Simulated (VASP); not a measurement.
# BN (eos) (F-43m) in VASP: a series of runs, part 2 of 2

VASP 6.6.1. Earlier steps stand in the parts before.

### 5 Single point, LDA (volume scaled by 1.06)

INCAR

```
PREC     = Accurate       # precision mode
ENCUT    = 600            # plane-wave cutoff, eV
EDIFF    = 1E-6           # SCF threshold, eV
ISMEAR   = 0              # smearing method
SIGMA    = 0.02           # smearing width, eV
LREAL    = F              # projectors in reciprocal space
LASPH    = T              # aspherical terms in the spheres
NELM     = 120            # most SCF steps
ALGO     = Normal         # electronic algorithm
ISIF     = 2              # what is computed and relaxed
LWAVE    = F              # write WAVECAR
LCHARG   = F              # write CHGCAR
NBANDS   = 11             # bands
GGA_COMPAT= F
```

KPOINTS

```
regular mesh
0
Gamma
  12 12 12
```

POSCAR

```
BN
1.0
    0.0000000000      1.8250465003      1.8250465003
    1.8250465003      0.0000000000      1.8250465003
    1.8250465003      1.8250465003      0.0000000000
B N
1 1
Direct
    0.0000000000      0.0000000000      0.0000000000
    0.2500000000      0.2500000000      0.2500000000
```

Potentials or basis: VASP PAW LDA potentials, release 64 (B, N).

Launch:

```sh
cat potpaw_LDA.64/B/POTCAR potpaw_LDA.64/N/POTCAR > POTCAR
mpirun -np 1 vasp_std > vasp.out
```

OUTCAR:

```text
PREC = Accurate
   ENCUT = 600
   EDIFF = 1E-6
   ISMEAR = 0
   LREAL = F
   LASPH = T
   NELM = 120
   ISIF = 2

 ion  position               nearest neighbor table
   1  0.000  0.000  0.000-   2 1.58   2 1.58   2 1.58   2 1.58
   2  0.250  0.250  0.250-   1 1.58   1 1.58   1 1.58   1 1.58

  LATTYP: Found a face centered cubic cell.
 ALAT       =     3.6500930006

  Lattice vectors:

 A1 = (   0.0000000000,   1.8250465003,   1.8250465003)
 A2 = (   1.8250465003,   0.0000000000,   1.8250465003)
 A3 = (   1.8250465003,   1.8250465003,   0.0000000000)

Analysis of symmetry for initial positions (statically):
=====================================================================
 Subroutine PRICEL returns:
 Original cell was already a primitive cell.

 Routine SETGRP: Setting up the symmetry group for a
 face centered cubic supercell.

 Subroutine GETGRP returns: Found 24 space group operations
 (whereof 24 operations were pure point group operations)
 out of a pool of 48 trial point group operations.

The static configuration has the point symmetry T_d .

Analysis of symmetry for dynamics (positions and initial velocities):
[... 164 lines left out ...]
 fundamental gap:      4.3094197429
 Fermi energy:         7.1327453862

 k-point     1 :       0.0000    0.0000    0.0000
  band No.  band energies     occupation
      1     -12.7149      2.00000
      2       7.0292      2.00000
      3       7.0292      2.00000
      4       7.0292      2.00000
      5      15.5770      0.00000
      6      15.5770      0.00000
      7      15.5770      0.00000
      8      17.0044      0.00000
      9      30.9778      0.00000
     10      34.4629      0.00000
     11      34.4629      0.00000
[... 309 lines left out ...]
 k-point    24 :      -0.4167    0.1667    0.0000
  band No.  band energies     occupation
      1      -8.2120      2.00000
      2      -2.7425      2.00000
      3       3.0086      2.00000
      4       4.5245      2.00000
      5      16.0718      0.00000
      6      18.8476      0.00000
      7      18.9091      0.00000
      8      22.1743      0.00000
      9      27.4044      0.00000
     10      31.8462      0.00000
     11      32.8457      0.00000

 [... further k-points ...]
[... 5 lines left out ...]
  --------------------------------------------------------------------------------------
  -------------------------------------------------------------------------------------
  Total       -1.5412290     -1.5412290     -1.5412290     -0.0000000     -0.0000000      0.0000000
  in kB     -203.1074962   -203.1074962   -203.1074962     -0.0000000     -0.0000000      0.0000000
  external PRESSURE =    -203.1074962 kB  Pullay stress =       0.0000000 kB

 VOLUME and BASIS-vectors are now :
 -----------------------------------------------------------------------------
  energy-cutoff  :      600.00
  volume of cell :       12.16
      direct lattice vectors                 reciprocal lattice vectors
     0.000000000  1.825046500  1.825046500    -0.273965622  0.273965622  0.273965622
     1.825046500  0.000000000  1.825046500     0.273965622 -0.273965622  0.273965622
     1.825046500  1.825046500  0.000000000     0.273965622  0.273965622 -0.273965622

 POSITION                                       TOTAL-FORCE (eV/Angst)
 -----------------------------------------------------------------------------------
      0.00000      0.00000      0.00000         0.000000     -0.000000      0.000000
      0.91252      0.91252      0.91252        -0.000000      0.000000     -0.000000
 -----------------------------------------------------------------------------------
    total drift:                               -0.000000     -0.000000     -0.000000

  FREE ENERGIE OF THE ION-ELECTRON SYSTEM (eV)
  ---------------------------------------------------
  free  energy   TOTEN  =       -19.3742956209 eV

  energy  without entropy=      -19.3742956209  energy(sigma->0) =      -19.37429562
```

Wall time 5.5 s (1 thread of Intel Xeon Platinum 8375C at 2.90GHz (Ice Lake), shared host); peak memory 0.12 GiB.

Results:

| Quantity | Value |
| --- | --- |
| Free energy | -19.3743 eV |
| Pressure | -20.3 GPa |
| Band gap on the k mesh | 4.31 eV, indirect (least direct gap 8.55 eV) |

Levels at points of the mesh, in eV from the valence-band top:
```csv
k point,band 2,band 3,band 4,band 5,band 6,band 7
"(0.00, 0.00, 0.00)",0.00,0.00,0.00,8.55,8.55,8.55
"(0.50, 0.00, 0.00)",-10.45,-1.89,-1.89,9.83,10.40,10.40
"(0.50, 0.50, 0.00)",-8.70,-4.79,-4.79,4.31,8.98,17.26
```

Caveat: the cell differs from its parent crystal (volume scaled by 1.06). A k mesh can miss the band edges.

### 6 Single point, LDA (volume scaled by 1.09)

INCAR

```
  PREC = Accurate
  ENCUT = 600
  EDIFF = 1E-6
  ISMEAR = 0
  SIGMA = 0.02
  LREAL = F
  LASPH = T
  NELM = 120
  ALGO = Normal
  ISIF = 2
  LWAVE = F
  LCHARG = F
  NBANDS = 11
  GGA_COMPAT = F
```

KPOINTS

```
Automatic mesh
0
Gamma
  12 12 12
```

POSCAR

```
BN
1.0
    0.0000000000      1.8421039983      1.8421039983
    1.8421039983      0.0000000000      1.8421039983
    1.8421039983      1.8421039983      0.0000000000
B N
1 1
Direct
    0.0000000000      0.0000000000      0.0000000000
    0.2500000000      0.2500000000      0.2500000000
```

Potentials or basis: VASP PAW LDA potentials, release 64 (B, N).

Launch:

```sh
cat potpaw_LDA.64/B/POTCAR potpaw_LDA.64/N/POTCAR > POTCAR
mpirun -np 1 vasp_std > vasp.out
```

Wall time 6.9 s (1 thread of Intel Xeon Platinum 8375C at 2.90GHz (Ice Lake), shared host); peak memory 0.13 GiB.

It converged, with:

| Item | Value |
| --- | --- |
| Free energy | -19.3219 eV |
| Pressure | -28.9 GPa |
| Band gap on the k mesh | 4.27 eV, indirect (least direct gap 8.42 eV) |

Levels at points of the mesh, in eV from the valence-band top:
```csv
k point,band 1,band 2,band 3,band 4,band 5,band 6,band 7,band 8,band 9
"(0.00, 0.00, 0.00)",-19.44,0.00,0.00,0.00,8.42,8.42,8.42,9.53,23.43
"(0.50, 0.00, 0.00)",-15.42,-10.21,-1.84,-1.84,9.48,10.25,10.25,14.44,22.28
"(0.50, 0.50, 0.00)",-14.12,-8.53,-4.65,-4.65,4.27,8.82,16.85,16.85,19.56
```

Caveat: the cell differs from its parent crystal (volume scaled by 1.09).

### 7 Relaxation of cell and atoms, LDA

INCAR

```
SYSTEM = BN
  ALGO = Normal
  EDIFF = 1E-7
  EDIFFG = -0.002
  ENCUT = 600
  GGA_COMPAT = .FALSE.
  IBRION = 2
  ISIF = 3
  ISMEAR = 0
  LASPH = .TRUE.
  LCHARG = .FALSE.
  LREAL = .FALSE.
  LWAVE = .FALSE.
  NELM = 120
  NELMIN = 4
  NSW = 100
  PREC = Accurate
  SIGMA = 0.02
```

KPOINTS

```
k-points
0
G
  12 12 12
  0 0 0
```

POSCAR

```
BN
1.0
    0.0000000000      1.7899407110      1.7899407110
    1.7899407110      0.0000000000      1.7899407110
    1.7899407110      1.7899407110      0.0000000000
B N
1 1
Direct
    0.0000000000      0.0000000000      0.0000000000
    0.2500000000      0.2500000000      0.2500000000
```

Launch:

```sh
cat potpaw_LDA.64/B/POTCAR potpaw_LDA.64/N/POTCAR > POTCAR
mpirun -np 1 vasp_std > vasp.out
```

It took 10 s on 1 thread of Intel Xeon Platinum 8375C at 2.90GHz (Ice Lake), shared host; peak memory 0.12 GiB.

Results (log left out):

```yaml
Free_energy: -19.4163 eV
Relaxed_volume: 5.75 Å³/atom
Relaxed_cell: a = 2.533 Å, b = 2.533 Å, c = 2.533 Å, α = 60.00°, β = 60.00°, γ = 60.00°
Space_group_after_relaxing_to_0.05_Å: F-43m (No. 216)
Energy_gained_by_relaxing: 0.0 meV/atom
Ionic_steps: 3
Pressure_after_relaxing: 0.0 GPa
Band_gap_on_the_k_mesh: 4.38 eV, indirect (least direct gap 8.81 eV)
```

Final structure:
```
B N
1.0
     0.00000    1.79136    1.79136
     1.79136    0.00000    1.79136
     1.79136    1.79136    0.00000
B N
1 1
Direct
  0.00000 0.00000 0.00000
  0.25000 0.25000 0.25000
```

Levels at points of the mesh, in eV from the valence-band top:
| k point | band 1 | band 2 | band 3 | band 4 | band 5 | band 6 | band 7 | band 8 |
| --- | --- | --- | --- | --- | --- | --- | --- | --- |
| (0.00, 0.00, 0.00) | -20.38 | 0.00 | 0.00 | 0.00 | 8.81 | 8.81 | 8.81 | 10.88 |
| (0.50, 0.00, 0.00) | -15.97 | -10.96 | -2.00 | -2.00 | 10.56 | 10.71 | 10.71 | 15.29 |
| (0.50, 0.50, 0.00) | -14.55 | -9.06 | -5.06 | -5.06 | 4.38 | 9.30 | 18.11 | 18.11 |

A k mesh can miss the band edges.

### 8 The runs side by side

| task | cell | gap on the mesh (eV) | pressure (GPa) |
| --- | --- | --- | --- |
| single point | a = 2.531 Å, angles 60.0°, 2 atoms | 4.38 | 1.0 |
| single point | a = 2.506 Å, angles 60.0°, 2 atoms | 4.41 | 14.1 |
| single point | a = 2.556 Å, angles 60.0°, 2 atoms | 4.34 | -10.4 |
| single point | a = 2.581 Å, angles 60.0°, 2 atoms | 4.31 | -20.3 |
| single point | a = 2.605 Å, angles 60.0°, 2 atoms | 4.27 | -28.9 |
| relaxation of cell and atoms | relaxed from a = 2.531 Å, angles 60.0°, 2 atoms | 4.38 | 0.0 |

Alike in all rows: level LDA; potentials or basis VASP PAW LDA potentials, release 64 (B, N); no spin polarisation; k mesh 12 × 12 × 12; cutoff (eV) 600; smearing gaussian 0.02 eV.

Absolute energies hang on the potentials; compare differences alone.
